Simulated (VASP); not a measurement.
# Cr (Im-3m) in VASP: a series of runs, part 2 of 2

VASP 6.6.1.

### Step 3. Single point, PBEsol (volume scaled by 0.88)

The input, INCAR:

```
SYSTEM = Cr
  ALGO = Normal
  EDIFF = 1E-6
  ENCUT = 520
  GGA = PS
  ISIF = 2
  ISMEAR = 0
  LASPH = .TRUE.
  LCHARG = .FALSE.
  LREAL = .FALSE.
  LWAVE = .FALSE.
  NBANDS = 12
  NELM = 60
  PREC = Accurate
  SIGMA = 0.1
```

The input, KPOINTS:

```
k-points
0
G
  20 20 20
  0 0 0
```

The input, POSCAR:

```
Cr
1.0
   -1.3483870362      1.3483870362      1.3483870362
    1.3483870362     -1.3483870362      1.3483870362
    1.3483870362      1.3483870362     -1.3483870362
Cr
1
Direct
    0.0000000000      0.0000000000      0.0000000000
```

Potentials or basis: VASP PAW PBE potentials, release 64 (Cr_pv).

Run with:

```
> cat potpaw_PBE.64/Cr_pv/POTCAR > POTCAR
> mpirun -np 1 vasp_std > vasp.out
```

OUTCAR:

```text
SYSTEM = Cr
   EDIFF = 1E-6
   ENCUT = 520
   GGA = PS
   ISIF = 2
   ISMEAR = 0
   LASPH = .TRUE.
   LREAL = .FALSE.
   NELM = 60
   PREC = Accurate

 ion  position               nearest neighbor table
   1  0.000  0.000  0.000-

  LATTYP: Found a body centered cubic cell.
 ALAT       =     2.6967740724

  Lattice vectors:

 A1 = (  -1.3483870362,   1.3483870362,   1.3483870362)
 A2 = (   1.3483870362,  -1.3483870362,   1.3483870362)
 A3 = (   1.3483870362,   1.3483870362,  -1.3483870362)

Analysis of symmetry for initial positions (statically):
=====================================================================
 Subroutine PRICEL returns:
 Original cell was already a primitive cell.

 Routine SETGRP: Setting up the symmetry group for a
 body centered cubic supercell.

 Subroutine GETGRP returns: Found 48 space group operations
 (whereof 48 operations were pure point group operations)
 out of a pool of 48 trial point group operations.

The static configuration has the point symmetry O_h .

Analysis of symmetry for dynamics (positions and initial velocities):
=====================================================================
 Subroutine PRICEL returns:
 Original cell was already a primitive cell.

 Routine SETGRP: Setting up the symmetry group for a
 body centered cubic supercell.

 Subroutine GETGRP returns: Found 48 space group operations
 (whereof 48 operations were pure point group operations)
 out of a pool of 48 trial point group operations.

The dynamic configuration has the point symmetry O_h .

 Subroutine INISYM returns: Found 48 space group operations
 (whereof 48 operations are pure point group operations),
 and found     1 'primitive' translations

----------------------------------------------------------------------------------------

[... 110 lines left out ...]
     AMIX_MAG =   1.60;   BMIX_MAG =  1.00
  volume/ion in A,a.u.               =       9.81        66.18
  Fermi-wavevector in a.u.,A,eV,Ry     =   1.751059  3.309021 41.718268  3.066206
  Thomas-Fermi vector in A             =   2.821657
   LORBIT       =      0    0 simple, 1 ext, 2 COOP (PROOUT), +10 PAW based schemes
   GGA     = PS    functional components
   LHFCALC =     F    Hartree Fock is set to
   AEXX    =    0.0000 exact exchange contribution
   IVDW    =     0    specifies the selected vdW correction
   LEPSILON=     F    determine dielectric tensor
   LRPA    =     F    only Hartree local field effects (RPA)
 non-spin polarized calculation
 Gauss-broadening in eV      SIGMA  =   0.10
  energy-cutoff  :      520.00
  volume of cell :        9.81
 maximum number of plane-waves:       276
 NGX is ok and might be reduce to    18
   NGX =  9   NGY =  9   NGZ =  9

 number of electron      11.9999993 magnetization

 Free energy of the ion-electron system (eV)
  ---------------------------------------------------
  ext. energy  EPLUGINS =         0.00000000
  ---------------------------------------------------
  free energy    TOTEN  =       -10.07300787 eV

  energy without entropy =      -10.06975777  energy(sigma->0) =      -10.07138282

 E-fermi :  13.3697     XC(G=0): -14.8233

 val. band max:       13.3501564527   @ k =   0.4000   0.1000   0.0000
 cond. band min:      13.3805775897   @ k =   0.1500   0.0500   0.0000
 fundamental gap:      0.0304211370
 Fermi energy:        13.3697046042

 k-point     1 :       0.0000    0.0000    0.0000
  band No.  band energies     occupation
      1     -28.9821      2.00000
      2     -28.9821      2.00000
      3     -28.9821      2.00000
      4       4.9195      2.00000
      5      12.1833      2.00000
      6      12.1833      2.00000
      7      12.1833      2.00000
      8      14.6940      0.00000
      9      14.6940      0.00000
     10      20.5456      0.00000
     11      36.8740      0.00000
     12      36.8740      0.00000
[... 331 lines left out ...]
 k-point    24 :       0.2500    0.1000   -0.0000
  band No.  band energies     occupation
      1     -30.0252      2.00000
      2     -29.3101      2.00000
      3     -29.0439      2.00000
      4       8.2587      2.00000
      5      10.8535      2.00000
      6      11.6661      2.00000
      7      14.2402      0.00000
      8      15.0848      0.00000
      9      15.5742      0.00000
     10      20.5455      0.00000
     11      30.6155      0.00000
     12      33.2718      0.00000

 [... further k-points ...]
[... 5 lines left out ...]
  --------------------------------------------------------------------------------------
  -------------------------------------------------------------------------------------
  Total        2.8460016      2.8460016      2.8460016      0.0000000      0.0000000      0.0000000
  in kB      464.9883069    464.9883069    464.9883069      0.0000000      0.0000000      0.0000000
  external PRESSURE =     464.9883069 kB  Pullay stress =       0.0000000 kB

 VOLUME and BASIS-vectors are now :
 -----------------------------------------------------------------------------
  energy-cutoff  :      520.00
  volume of cell :        9.81
      direct lattice vectors                 reciprocal lattice vectors
    -1.348387036  1.348387036  1.348387036     0.000000000  0.370813414  0.370813414
     1.348387036 -1.348387036  1.348387036     0.370813414  0.000000000  0.370813414
     1.348387036  1.348387036 -1.348387036     0.370813414  0.370813414  0.000000000

 POSITION                                       TOTAL-FORCE (eV/Angst)
 -----------------------------------------------------------------------------------
      0.00000      0.00000      0.00000         0.000000      0.000000     -0.000000
 -----------------------------------------------------------------------------------
    total drift:                                0.000000      0.000000      0.000000

  FREE ENERGIE OF THE ION-ELECTRON SYSTEM (eV)
  ---------------------------------------------------
  free  energy   TOTEN  =       -10.0730078687 eV

  energy  without entropy=      -10.0697577691  energy(sigma->0) =      -10.07138282
```

It took 9 s on 1 thread of Intel Xeon 6975P-C (Granite Rapids), shared host; peak memory 0.14 GiB.

What came out:

| Property | Result |
| --- | --- |
| Free energy | -10.0730 eV |
| Pressure | 46.5 GPa |
| Band gap on the k mesh | zero (band 6 reaches 16.43 eV, above the bottom of band 7 at 12.18 eV) |

Caveat: the PAW data sets were made with another functional, which shifts forces and pressure a little; the run has no spin polarisation, though such a crystal can be magnetic. Spin polarisation is off, so any magnetic state and its effect on volume and gap are missing.

### Step 4. Single point, PBEsol (volume scaled by 0.91)

The input, INCAR:

```
SYSTEM = Cr
  PREC = Accurate
  ENCUT = 520
  EDIFF = 1E-6
  ISMEAR = 0
  SIGMA = 0.1
  LREAL = .FALSE.
  LASPH = .TRUE.
  NELM = 100
  ALGO = Fast
  ISIF = 2
  LWAVE = .FALSE.
  LCHARG = .FALSE.
  GGA = PS
  NBANDS = 12
```

The input, KPOINTS:

```
regular mesh
0
G
  20 20 20
  0 0 0
```

The input, POSCAR:

```
Cr
1.0
   -1.3635387206      1.3635387206      1.3635387206
    1.3635387206     -1.3635387206      1.3635387206
    1.3635387206      1.3635387206     -1.3635387206
Cr
1
Direct
    0.0000000000      0.0000000000      0.0000000000
```

Run with:

```
> cat potpaw_PBE.64/Cr_pv/POTCAR > POTCAR
> mpirun -np 1 vasp_std > vasp.out
```

Wall time 11 s (1 thread of Intel Xeon 6975P-C (Granite Rapids), shared host); peak memory 0.14 GiB.

It converged, with:

| Property | Result |
| --- | --- |
| Free energy | -10.1548 eV |
| Pressure | 32.1 GPa |
| Band gap on the k mesh | zero (band 6 reaches 15.75 eV, above the bottom of band 7 at 11.69 eV) |

Levels at points of the mesh, in eV from the Fermi level:
```csv
k point,band 4,band 5,band 6,band 7,band 8,band 9
"(0.00, 0.00, 0.00)",-8.34,-1.12,-1.12,-1.12,1.28,1.28
"(0.50, 0.00, 0.00)",-5.18,-2.99,1.33,1.49,1.72,3.41
"(0.50, 0.50, 0.50)",-5.26,-5.26,2.93,2.93,2.93,7.15
```

Caveat: the PAW data sets were made with another functional, which shifts forces and pressure a little; the run has no spin polarisation, though such a crystal can be magnetic. Spin polarisation is off, so any magnetic state and its effect on volume and gap are missing.

### Step 5. Single point, PBEsol (volume scaled by 1.10)

Edit INCAR of step 4 so:

```diff
@@ -8,4 +8,4 @@
   LASPH = .TRUE.
-  NELM = 100
-  ALGO = Fast
+  NELM = 60
+  ALGO = Normal
   ISIF = 2
```

The input, KPOINTS:

```
Automatic mesh
0
G
  20 20 20
  0 0 0
```

The input, POSCAR:

```
Cr
1.0
   -1.4525059032      1.4525059032      1.4525059032
    1.4525059032     -1.4525059032      1.4525059032
    1.4525059032      1.4525059032     -1.4525059032
Cr
1
Direct
    0.0000000000      0.0000000000      0.0000000000
```

Potentials or basis: VASP PAW PBE potentials, release 64 (Cr_pv).

Run with:

```
> cat potpaw_PBE.64/Cr_pv/POTCAR > POTCAR
> mpirun -np 1 vasp_std > vasp.out
```

OUTCAR:

```text
SYSTEM = Cr
   PREC = Accurate
   ENCUT = 520
   EDIFF = 1E-6
   ISMEAR = 0
   LREAL = .FALSE.
   LASPH = .TRUE.
   NELM = 60
   ISIF = 2
   GGA = PS

 ion  position               nearest neighbor table
   1  0.000  0.000  0.000-

  LATTYP: Found a body centered cubic cell.
 ALAT       =     2.9050118064

  Lattice vectors:

 A1 = (  -1.4525059032,   1.4525059032,   1.4525059032)
 A2 = (   1.4525059032,  -1.4525059032,   1.4525059032)
 A3 = (   1.4525059032,   1.4525059032,  -1.4525059032)

Analysis of symmetry for initial positions (statically):
=====================================================================
 Subroutine PRICEL returns:
 Original cell was already a primitive cell.

 Routine SETGRP: Setting up the symmetry group for a
 body centered cubic supercell.

 Subroutine GETGRP returns: Found 48 space group operations
 (whereof 48 operations were pure point group operations)
 out of a pool of 48 trial point group operations.

The static configuration has the point symmetry O_h .

Analysis of symmetry for dynamics (positions and initial velocities):
=====================================================================
 Subroutine PRICEL returns:
 Original cell was already a primitive cell.

 Routine SETGRP: Setting up the symmetry group for a
 body centered cubic supercell.

 Subroutine GETGRP returns: Found 48 space group operations
 (whereof 48 operations were pure point group operations)
 out of a pool of 48 trial point group operations.

The dynamic configuration has the point symmetry O_h .

 Subroutine INISYM returns: Found 48 space group operations
 (whereof 48 operations are pure point group operations),
 and found     1 'primitive' translations

----------------------------------------------------------------------------------------

                                     Primitive cell

  volume of cell :      12.2578
[... 107 lines left out ...]
     AMIX_MAG =   1.60;   BMIX_MAG =  1.00
  volume/ion in A,a.u.               =      12.26        82.72
  Fermi-wavevector in a.u.,A,eV,Ry     =   1.625539  3.071823 35.951714  2.642376
  Thomas-Fermi vector in A             =   2.718645
   LORBIT       =      0    0 simple, 1 ext, 2 COOP (PROOUT), +10 PAW based schemes
   GGA     = PS    functional components
   LHFCALC =     F    Hartree Fock is set to
   AEXX    =    0.0000 exact exchange contribution
   IVDW    =     0    specifies the selected vdW correction
   LEPSILON=     F    determine dielectric tensor
   LRPA    =     F    only Hartree local field effects (RPA)
 non-spin polarized calculation
 Gauss-broadening in eV      SIGMA  =   0.10
  energy-cutoff  :      520.00
  volume of cell :       12.26
 maximum number of plane-waves:       370
   NGX =  9   NGY =  9   NGZ =  9

 number of electron      11.9999997 magnetization

 Free energy of the ion-electron system (eV)
  ---------------------------------------------------
  ext. energy  EPLUGINS =         0.00000000
  ---------------------------------------------------
  free energy    TOTEN  =       -10.15950654 eV

  energy without entropy =      -10.15574461  energy(sigma->0) =      -10.15762557

 E-fermi :  10.0086     XC(G=0): -13.4885

 val. band max:       10.0056807283   @ k =  -0.1500   0.2000   0.0500
 cond. band min:      10.0089515252   @ k =   0.1000   0.0500   0.0500
 fundamental gap:      0.0032707969
 Fermi energy:        10.0086486458

 k-point     1 :       0.0000    0.0000    0.0000
  band No.  band energies     occupation
      1     -32.6611      2.00000
      2     -32.6611      2.00000
      3     -32.6611      2.00000
      4       2.3376      2.00000
      5       9.1623      2.00000
      6       9.1623      2.00000
      7       9.1623      2.00000
      8      11.0329      0.00000
      9      11.0329      0.00000
     10      17.0511      0.00000
     11      31.8284      0.00000
     12      31.8284      0.00000
[... 331 lines left out ...]
 k-point    24 :       0.2500    0.1000    0.0000
  band No.  band energies     occupation
      1     -33.1781      2.00000
      2     -32.8294      2.00000
      3     -32.6897      2.00000
      4       5.4556      2.00000
      5       8.1952      2.00000
      6       8.6391      2.00000
      7      10.6960      0.00000
      8      11.2871      0.00000
      9      11.6195      0.00000
     10      17.0504      0.00000
     11      24.3453      0.00000
     12      27.5549      0.00000

 [... further k-points ...]
[... 5 lines left out ...]
  --------------------------------------------------------------------------------------
  -------------------------------------------------------------------------------------
  Total       -1.7109923     -1.7109923     -1.7109923      0.0000000      0.0000000      0.0000000
  in kB     -223.6376605   -223.6376605   -223.6376605      0.0000000      0.0000000      0.0000000
  external PRESSURE =    -223.6376605 kB  Pullay stress =       0.0000000 kB

 VOLUME and BASIS-vectors are now :
 -----------------------------------------------------------------------------
  energy-cutoff  :      520.00
  volume of cell :       12.26
      direct lattice vectors                 reciprocal lattice vectors
    -1.452505903  1.452505903  1.452505903     0.000000000  0.344232680  0.344232680
     1.452505903 -1.452505903  1.452505903     0.344232680  0.000000000  0.344232680
     1.452505903  1.452505903 -1.452505903     0.344232680  0.344232680  0.000000000

 POSITION                                       TOTAL-FORCE (eV/Angst)
 -----------------------------------------------------------------------------------
      0.00000      0.00000      0.00000         0.000000     -0.000000      0.000000
 -----------------------------------------------------------------------------------
    total drift:                                0.000000     -0.000000      0.000000

  FREE ENERGIE OF THE ION-ELECTRON SYSTEM (eV)
  ---------------------------------------------------
  free  energy   TOTEN  =       -10.1595065352 eV

  energy  without entropy=      -10.1557446072  energy(sigma->0) =      -10.15762557
```

stdout:

```text
POSCAR found type information on POSCAR Cr
 POSCAR found :  1 types and       1 ions
 scaLAPACK will be used
 -----------------------------------------------------------------------------
|                                                                             |
|                                                                             |
|     You enforced a specific xc type in the INCAR file but a different       |
|     I HOPE YOU KNOW WHAT YOU ARE DOING!                                     |
|                                                                             |
 -----------------------------------------------------------------------------

 LDA part: xc-table for (Slater+PW92), standard interpolation
 POSCAR, INCAR and KPOINTS ok, starting setup
 FFT: planning ... GRIDC
 FFT: planning ... GRID_SOFT
 FFT: planning ... GRID
 WAVECAR not read
 entering main loop
```

It took 13 s on 1 thread of Intel Xeon 6975P-C (Granite Rapids), shared host; peak memory 0.15 GiB.

Results:

| Item | Value |
| --- | --- |
| Free energy | -10.1595 eV |
| Pressure | -22.4 GPa |
| Band gap on the k mesh | zero (band 6 reaches 12.27 eV, above the bottom of band 7 at 9.16 eV) |

Levels at points of the mesh, in eV from the Fermi level:
```
           k point  band 2  band 3  band 4  band 5  band 6  band 7  band 8  band 9  band 10  band 11
(0.00, 0.00, 0.00)  -42.67  -42.67   -7.67   -0.85   -0.85   -0.85    1.02    1.02     7.04    21.82
(0.50, 0.00, 0.00)  -42.91  -42.67   -4.17   -2.27    0.96    1.02    1.33    2.62     7.04     9.21
(0.50, 0.50, 0.50)  -43.20  -43.20   -4.00   -4.00    2.26    2.26    2.26    7.04    10.04    10.04
```

Caveat: the PAW data sets were made with another functional, which shifts forces and pressure a little; the run has no spin polarisation, though such a crystal can be magnetic.

### Step 6. Overview

```tsv
cell	gap on the mesh (eV)	pressure (GPa)
a = 2.335 Å, angles 109.5°, 1 atom	none	46.5
a = 2.362 Å, angles 109.5°, 1 atom	none	32.1
a = 2.516 Å, angles 109.5°, 1 atom	none	-22.4
```

Alike in all rows: task single point; level PBEsol; potentials or basis VASP PAW PBE potentials, release 64 (Cr_pv); no spin polarisation; k mesh 20 × 20 × 20; cutoff (eV) 520; smearing gaussian 0.1 eV.

Caveats: the PAW data sets were made with another functional, which shifts forces and pressure a little; the run has no spin polarisation, though such a crystal can be magnetic.

Absolute energies hang on the potentials; compare differences alone.
